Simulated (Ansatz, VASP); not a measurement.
Two plane-wave programs on CaS

```
Ca S
1.0
     0.00000    2.85581    2.85581
     2.85581    0.00000    2.85581
     2.85581    2.85581    0.00000
Ca S
1 1
Direct
  0.00000 0.00000 0.00000
  0.50000 0.50000 0.50000
```

Alike in both runs: task single point; functional PBE; k mesh 8 × 8 × 8; occupations gaussian, width 0.02 eV; no spin polarisation.

|  | VASP | Ansatz |
| --- | --- | --- |
| version | VASP 6.6.1 | Ansatz 0.2.0 |
| potentials or method | VASP PAW PBE potentials, release 64 (Ca_sv, S), cutoff 500 eV | scalar-relativistic, plane waves, PAW |
| valence electrons in the cell | 16 | 16 |

```csv
,VASP,Ansatz,Ansatz less VASP
gap on the k mesh at the Fermi level (eV),2.38,2.38,+0.003
least direct gap on the mesh (eV),3.18,3.18,+0.004
pressure (GPa),0.1,0.0,-0.15
```
